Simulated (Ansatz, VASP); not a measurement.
**One calculation of InSe, two programs**

```
In Se
1.0
     3.97798    0.00000    0.00000
    -1.98899    3.44503    0.00000
     0.00000    0.00000   16.48997
In Se
4 4
Direct
  0.33333 0.66667 0.16675
  0.66667 0.33333 0.66675
  0.33333 0.66667 0.33325
  0.66667 0.33333 0.83325
  0.33333 0.66667 0.58997
  0.66667 0.33333 0.08997
  0.33333 0.66667 0.91003
  0.66667 0.33333 0.41003
```

Alike in both runs: functional LDA; k mesh 6 × 6 × 2; occupations gaussian, width 0.1 eV; no spin polarisation.

Ansatz relaxed the structure, and its values are those at the end. VASP's run is a single point on that final structure, the one shown.

```csv
,VASP,Ansatz
version,VASP 6.6.1,Ansatz 0.2.0
potentials or method,"VASP PAW LDA potentials, release 64 (In_d, Se), cutoff 520 eV","scalar-relativistic, plane waves, PAW"
valence electrons in the cell,76,116
```

VASP gave:

- gap on the k mesh at the Fermi level (eV): 0.26
- least direct gap on the mesh (eV): 0.26
- pressure (GPa): -0.1
- rms of the force components (eV/Å): 0.012

Problem. Estimate Ansatz's values.

Solution. gap on the k mesh at the Fermi level (eV): 0.25; least direct gap on the mesh (eV): 0.25; pressure (GPa): -0.2; rms of the force components (eV/Å): 0.001.

LDA's correlation is that of Perdew and Zunger in VASP and of Perdew and Wang (1992) in Ansatz. VASP's potentials hold 76 valence electrons a cell and Ansatz's 116, so a difference there can come from the potentials and not from the codes.
